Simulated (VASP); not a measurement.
Input of a VASP 6.6.1 run:

Contents of INCAR:

```
  PREC = Accurate
  ENCUT = 520
  EDIFF = 1E-6
  ISMEAR = -1
  SIGMA = 0.05
  LREAL = False
  LASPH = True
  NELM = 100
  ALGO = Normal
  ISIF = 2
  LWAVE = False
  LCHARG = False
  GGA = RE
  IVDW = 13
  NBANDS = 16
```

KPOINTS

```
Automatic mesh
0
Gamma
  8 8 8
```

The input POSCAR:

```
GaAs
1.0
    0.0000000000      2.8455714065      2.8455714065
    2.8455714065      0.0000000000      2.8455714065
    2.8455714065      2.8455714065      0.0000000000
As Ga
1 1
Direct
    0.7500000000      0.7500000000      0.7500000000
    0.0000000000      0.0000000000      0.0000000000
```

Potentials or basis: VASP PAW PBE potentials, release 64 (As, Ga_d).

Command:

```console
$ cat potpaw_PBE.64/As/POTCAR potpaw_PBE.64/Ga_d/POTCAR > POTCAR
$ mpirun -np 1 vasp_std > vasp.out
```

Q: What does it give for the band gap on the k mesh?

A: 0.46 eV.

Q: What does it give for the dispersion energy per atom?

A: -0.676 eV.

Q: Predict the pressure.

A: -1.8 GPa.

Caveat: semilocal functionals underestimate gaps, and a narrow one can read as zero; the PAW data sets were made with another functional, which shifts forces and pressure a little. revPBE gaps usually lie below the measured ones, often by a third to a half.
